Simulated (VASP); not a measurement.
# TiO2 (I4_1/amd) in VASP: relaxation of the atoms with LDA

Aim: the relaxation of the atoms of TiO2 with LDA.

Program: VASP 6.6.1. These are calculated values, not measurements. Logs are shortened: lines on timing, memory, paths and dates and some standing lists are left out, and cuts for length are marked.

## Step 1: The cell of the first run

It takes space group I4_1/amd (No. 141, tetragonal). Conventional cell: a = 3.784 Å, b = 3.784 Å, c = 9.572 Å, α = 90.00°, β = 90.00°, γ = 90.00°. Within 2.6 Å of Ti (site symmetry -4m2) lie 6 O at 1.93 to 1.99 Å. Within 2.6 Å of O (site symmetry 2mm) lie 3 Ti at 1.93 to 1.99 Å and 2 O at 2.47 Å.

## Step 2: Relaxation of the atoms, LDA

INCAR reads:

```
PREC = Accurate ; ENCUT = 520
EDIFF = 1E-7 ; ISMEAR = 0
SIGMA = 0.01 ; LREAL = False
LASPH = True ; NELM = 120
ALGO = Normal ; ISIF = 2
LWAVE = False ; LCHARG = False
IBRION = 2 ; NSW = 80
EDIFFG = -0.001 ; GGA_COMPAT = False
NELMIN = 4
```

KPOINTS reads:

```
Automatic mesh
0
Gamma
  6 6 6
```

POSCAR reads:

```
TiO2
1.0
   -1.8921000000      1.8921000000      4.7858438000
    1.8921000000     -1.8921000000      4.7858438000
    1.8921000000      1.8921000000     -4.7858438000
Ti O
2 4
Direct
    0.0000000000      0.0000000000      0.0000000000
    0.7500000000      0.2500000000      0.5000000000
    0.2081000000      0.2081000000      0.0000000000
    0.9581000000      0.4581000000      0.5000000000
    0.5419000000      0.0419000000      0.5000000000
    0.7919000000      0.7919000000      0.0000000000
```

Potentials or basis: VASP PAW LDA potentials, release 64 (Ti_sv, O).

On the command line:

```sh
cat potpaw_LDA.64/Ti_sv/POTCAR potpaw_LDA.64/O/POTCAR > POTCAR
mpirun -np 1 vasp_std > vasp.out
```

OUTCAR:

```text
PREC = Accurate
   ENCUT = 520
   EDIFF = 1E-7
   ISMEAR = 0
   LREAL = False
   LASPH = True
   NELM = 120
   ISIF = 2
   IBRION = 2
   NSW = 80
   EDIFFG = -0.001
   NELMIN = 4

 ion  position               nearest neighbor table
   1  0.000  0.000  0.000-   5 1.93   4 1.93   5 1.93   4 1.93   3 1.99   6 1.99
   2  0.750  0.250  0.500-   6 1.93   3 1.93   6 1.93   3 1.93   4 1.99   5 1.99
   3  0.208  0.208  0.000-   2 1.93   2 1.93   1 1.99
   4  0.958  0.458  0.500-   1 1.93   1 1.93   2 1.99
   5  0.542  0.042  0.500-   1 1.93   1 1.93   2 1.99
   6  0.792  0.792  0.000-   2 1.93   2 1.93   1 1.99

  LATTYP: Found a body centered tetragonal cell.
 ALAT       =     3.7842000000
 C/A-ratio  =     2.5293820623

  Lattice vectors:

 A1 = (  -1.8921000000,   1.8921000000,   4.7858438000)
 A2 = (   1.8921000000,  -1.8921000000,   4.7858438000)
 A3 = (   1.8921000000,   1.8921000000,  -4.7858438000)

Analysis of symmetry for initial positions (statically):
=====================================================================
 Subroutine PRICEL returns:
 Original cell was already a primitive cell.

 Routine SETGRP: Setting up the symmetry group for a
 body centered tetragonal supercell.

 Subroutine GETGRP returns: Found 16 space group operations
 (whereof  8 operations were pure point group operations)
 out of a pool of 16 trial point group operations.

The static configuration has the point symmetry D_2d.
 The point group associated with its full space group is D_4h.

Analysis of symmetry for dynamics (positions and initial velocities):
=====================================================================
 Subroutine PRICEL returns:
 Original cell was already a primitive cell.

 Routine SETGRP: Setting up the symmetry group for a
 body centered tetragonal supercell.

 Subroutine GETGRP returns: Found 16 space group operations
 (whereof  8 operations were pure point group operations)
 out of a pool of 16 trial point group operations.

The dynamic configuration has the point symmetry D_2d.
 The point group associated with its full space group is D_4h.

 Subroutine INISYM returns: Found 16 space group operations
 (whereof  8 operations are pure point group operations),
 and found     1 'primitive' translations

----------------------------------------------------------------------------------------

                                     Primitive cell

  volume of cell :      68.5341

  direct lattice vectors                    reciprocal lattice vectors
    -1.892100000  1.892100000  4.785843800     0.000000000  0.264256646  0.104474785
     1.892100000 -1.892100000  4.785843800     0.264256646  0.000000000  0.104474785
     1.892100000  1.892100000 -4.785843800     0.264256646  0.264256646  0.000000000

  length of vectors
     5.483100008  5.483100008  5.483100008     0.284159384  0.284159384  0.373715333

  position of ions in fractional coordinates (direct lattice)
     0.000000000  0.000000000  0.000000000
     0.750000000  0.250000000  0.500000000
     0.208100000  0.208100000  0.000000000
     0.958100000  0.458100000  0.500000000
     0.541900000  0.041900000  0.500000000
     0.791900000  0.791900000  0.000000000

  ion indices of the primitive-cell ions
   primitive index   ion index
                 1           1
                 2           2
                 3           3
                 4           4
                 5           5
                 6           6

----------------------------------------------------------------------------------------

 KPOINTS: Automatic mesh

Automatic generation of k-mesh.
 Grid dimensions read from file:
 generate k-points for:    6    6    6

 Generating k-lattice:

  Cartesian coordinates                     Fractional coordinates (reciprocal lattice)
     0.000000000  0.044042774  0.017412464     0.166666667  0.000000000  0.000000000
     0.044042774  0.000000000  0.017412464     0.000000000  0.166666667  0.000000000
     0.044042774  0.044042774  0.000000000     0.000000000  0.000000000  0.166666667

  Length of vectors
     0.047359897  0.047359897  0.062285889

  Shift w.r.t. Gamma in fractional coordinates (k-lattice)
     0.000000000  0.000000000  0.000000000

 Subroutine IBZKPT returns following result:
 ===========================================

 Found     30 irreducible k-points:

 Following reciprocal coordinates:
            Coordinates               Weight
  0.000000  0.000000  0.000000      1.000000
  0.166667  0.000000 -0.000000      8.000000
  0.333333  0.000000 -0.000000      8.000000
  0.500000  0.000000  0.000000      4.000000
  0.166667  0.166667 -0.000000      8.000000
  0.333333  0.166667 -0.000000     16.000000
[... 16 lines left out ...]
 -0.333333 -0.333333  0.166667      8.000000
 -0.166667 -0.333333  0.166667      8.000000
 [... further k-points ...]
   k-points           NKPTS =     30   k-points in BZ     NKDIM =     30   number of bands    NBANDS=     28
   number of dos      NEDOS =    301   number of ions     NIONS =      6
   total plane-waves  NPLWV =  74088
   dimension x,y,z NGX =    42 NGY =   42 NGZ =   42
   dimension x,y,z NGXF=    84 NGYF=   84 NGZF=   84
   ions per type =               2   4
   NGX,Y,Z   is equivalent  to a cutoff of  12.73, 12.73, 12.73 a.u.
   NGXF,Y,Z  is equivalent  to a cutoff of  25.47, 25.47, 25.47 a.u.
 SYSTEM =  unknown system
   PREC   = accura    normal or accurate (medium, high low for compatibility)
   ISTART =      0    job   : 0-new  1-cont  2-samecut
   ICHARG =      2    charge: 1-file 2-atom 10-const
   ISPIN  =      1    spin polarized calculation?
   LNONCOLLINEAR =      F non collinear calculations
   LSORBIT =      F    spin-orbit coupling
   LASPH  =      T    aspherical Exc in radial PAW
   ENCUT  =  520.0 eV  38.22 Ry    6.18 a.u.  10.19 10.19 10.19*2*pi/ulx,y,z
   NELM   =    120;   NELMIN=  4; NELMDL= -5     # of ELM steps
   EDIFF  = 0.1E-06   stopping-criterion for ELM
   LREAL  =      F    real-space projection
   EDIFFG = -.1E-02   stopping-criterion for IOM
   NSW    =     80    number of steps for IOM
   IBRION =      2    ionic relax: 0-MD 1-quasi-New 2-CG
   NFREE  =      1    steps in history (QN), initial steepest desc. (CG)
   ISIF   =      2    stress and relaxation
   ISYM   =      2    0-nonsym 1-usesym 2-fastsym
   POTIM  = 0.5000    time-step for ionic-motion
   TEBEG  =    0.0;   TEEND  =   0.0 temperature during run
   PSTRESS=    0.0 pullay stress
   NELECT =      48.0000    total number of electrons
   NUPDOWN=      -1.0000    fix difference up-down
   EMIN   =  10.00;   EMAX   =-10.00  energy-range for DOS
   EFERMI =   0.00;   METHOD = LEGACY
   ISMEAR =     0;   SIGMA  =   0.01  broadening in eV -4-tet -1-fermi 0-gaus
   EFERMI_NEDOS =   21; number of points for ismear=-14 and -15
   IALGO  =     38    algorithm
   IMIX   =      4    mixing-type and parameters
     AMIX     =   0.40;   BMIX     =  1.00
     AMIX_MAG =   1.60;   BMIX_MAG =  1.00
  volume/ion in A,a.u.               =      11.42        77.08
  Fermi-wavevector in a.u.,A,eV,Ry     =   1.453850  2.747379 28.758371  2.113681
  Thomas-Fermi vector in A             =   2.571069
   LORBIT       =      0    0 simple, 1 ext, 2 COOP (PROOUT), +10 PAW based schemes
   GGA     = CA    functional components
   LHFCALC =     F    Hartree Fock is set to
   AEXX    =    0.0000 exact exchange contribution
   IVDW    =     0    specifies the selected vdW correction
   LEPSILON=     F    determine dielectric tensor
   LRPA    =     F    only Hartree local field effects (RPA)
 conjugate gradient relaxation of ions
 non-spin polarized calculation
 Gauss-broadening in eV      SIGMA  =   0.01
  energy-cutoff  :      520.00
  volume of cell :       68.53
 maximum number of plane-waves:      1858
 NGX is ok and might be reduce to    42
   NGX = 21   NGY = 21   NGZ = 21

--------------------------------------- Ionic step        1  -------------------------------------------

 number of electron      47.9999990 magnetization

 Free energy of the ion-electron system (eV)
  ---------------------------------------------------
  ext. energy  EPLUGINS =         0.00000000
  ---------------------------------------------------
  free energy    TOTEN  =       -58.79406416 eV

  energy without entropy =      -58.79406416  energy(sigma->0) =      -58.79406416

------------------------ aborting loop because EDIFF is reached ----------------------------------------

  FORCE on cell =-STRESS in cart. coord.  units (eV):
  Direction    XX          YY          ZZ          XY          YZ          ZX
  --------------------------------------------------------------------------------------
  -------------------------------------------------------------------------------------
  Total       -2.8498362     -2.8498362     -3.0842461      0.0000000     -0.0000000      0.0000000
  in kB      -66.6229400    -66.6229400    -72.1029322      0.0000000     -0.0000000      0.0000000
  external PRESSURE =     -68.4496040 kB  Pullay stress =       0.0000000 kB

 VOLUME and BASIS-vectors are now :
 -----------------------------------------------------------------------------
  energy-cutoff  :      520.00
  volume of cell :       68.53
      direct lattice vectors                 reciprocal lattice vectors
    -1.892100000  1.892100000  4.785843800     0.000000000  0.264256646  0.104474785
     1.892100000 -1.892100000  4.785843800     0.264256646  0.000000000  0.104474785
     1.892100000  1.892100000 -4.785843800     0.264256646  0.264256646  0.000000000
[... 41 lines left out ...]
 POSITION                                       TOTAL-FORCE (eV/Angst)
 -----------------------------------------------------------------------------------
      1.89210      1.89210      4.78584         0.000000      0.000000     -0.000000
      0.00000      1.89210      2.39292         0.000000      0.000000      0.000000
      1.89210      1.89210     -2.80333         0.000000     -0.000000     -0.054019
     -0.00000      1.89210      4.37543        -0.000000      0.000000     -0.054019
     -0.00000      1.89210      0.41041        -0.000000      0.000000      0.054019
      0.00000      0.00000      7.58918         0.000000     -0.000000      0.054019
 -----------------------------------------------------------------------------------
    total drift:                               -0.000000     -0.000000      0.000000

  FREE ENERGIE OF THE ION-ELECTRON SYSTEM (eV)
  ---------------------------------------------------
  free  energy   TOTEN  =       -58.7987254778 eV

  energy  without entropy=      -58.7987254778  energy(sigma->0) =      -58.79872548

--------------------------------------- Ionic step        3  -------------------------------------------

 number of electron      47.9999996 magnetization

 Free energy of the ion-electron system (eV)
  ---------------------------------------------------
  ext. energy  EPLUGINS =         0.00000000
  ---------------------------------------------------
  free energy    TOTEN  =       -58.79910491 eV

  energy without entropy =      -58.79910491  energy(sigma->0) =      -58.79910491

 E-fermi :   3.0420     XC(G=0): -11.3073

 val. band max:        2.9673558798   @ k =   0.5000   0.5000   0.0000
 cond. band min:       5.0471849837   @ k =   0.0000   0.0000   0.0000
 fundamental gap:      2.0798291039
 Fermi energy:         3.0420088515

 k-point     1 :       0.0000    0.0000    0.0000
  band No.  band energies     occupation
      1     -52.6300      2.00000
      2     -52.5672      2.00000
      3     -29.5089      2.00000
      4     -29.2555      2.00000
      5     -29.2555      2.00000
      6     -29.1826      2.00000
[... 20 lines left out ...]
     27       7.0025      0.00000
[... 691 lines left out ...]
      6     -29.1897      2.00000
[... 20 lines left out ...]
     27       6.4803      0.00000
     28       6.6287      0.00000

 [... further k-points ...]

------------------------ aborting loop because EDIFF is reached ----------------------------------------

  FORCE on cell =-STRESS in cart. coord.  units (eV):
  Direction    XX          YY          ZZ          XY          YZ          ZX
  --------------------------------------------------------------------------------------
  -------------------------------------------------------------------------------------
  Total       -2.8624211     -2.8624211     -2.1754513      0.0000000     -0.0000000      0.0000000
  in kB      -66.9171489    -66.9171489    -50.8572953      0.0000000     -0.0000000      0.0000000
  external PRESSURE =     -61.5638643 kB  Pullay stress =       0.0000000 kB

 VOLUME and BASIS-vectors are now :
 -----------------------------------------------------------------------------
  energy-cutoff  :      520.00
  volume of cell :       68.53
      direct lattice vectors                 reciprocal lattice vectors
    -1.892100000  1.892100000  4.785843800     0.000000000  0.264256646  0.104474785
     1.892100000 -1.892100000  4.785843800     0.264256646  0.000000000  0.104474785
     1.892100000  1.892100000 -4.785843800     0.264256646  0.264256646  0.000000000

 POSITION                                       TOTAL-FORCE (eV/Angst)
 -----------------------------------------------------------------------------------
      0.00000      0.00000      0.00000         0.000000      0.000000      0.000000
      0.00000      1.89210      2.39292         0.000000      0.000000      0.000000
      0.00000      0.00000      1.97902        -0.000000      0.000000     -0.000116
     -0.00000      1.89210      4.37194         0.000000     -0.000000     -0.000116
      0.00000      1.89210      0.41390         0.000000     -0.000000      0.000116
      0.00000      0.00000      7.59267        -0.000000      0.000000      0.000116
 -----------------------------------------------------------------------------------
    total drift:                                0.000000     -0.000000      0.000000

  FREE ENERGIE OF THE ION-ELECTRON SYSTEM (eV)
  ---------------------------------------------------
  free  energy   TOTEN  =       -58.7991049117 eV

  energy  without entropy=      -58.7991049117  energy(sigma->0) =      -58.79910491

 reached required accuracy - stopping structural energy minimisation
```

Wall time 5.1 min (1 thread of Intel Xeon 8259CL, shared host); peak memory 0.24 GiB.

Results:

```yaml
Free_energy: -58.7991 eV
Energy_gained_by_relaxing: 0.8 meV/atom
Ionic_steps: 3
Pressure_after_relaxing: -6.2 GPa
Band_gap_on_the_k_mesh: 2.08 eV (least direct gap 2.35 eV)
```

Step by step:
| step | energy change (eV) | largest force (eV/Å) | pressure (GPa) |
| --- | --- | --- | --- |
| 1 | 0.0000 | 0.1939 | -6.84 |
| 2 | -0.0047 | 0.0540 | -6.35 |
| 3 | -0.0050 | 0.0001 | -6.16 |

Final structure:
```xyz
6
Lattice="-1.8921 1.8921 4.7858 1.8921 -1.8921 4.7858 1.8921 1.8921 -4.7858" Properties=species:S:1:pos:R:3 pbc="T T T"
Ti    0.0000    0.0000    0.0000
Ti    0.0000    1.8921    2.3929
O     0.0000    0.0000    1.9790
O     0.0000    1.8921    4.3719
O     0.0000    1.8921    0.4139
O     0.0000    0.0000    7.5927
```

A k mesh can miss the band edges.
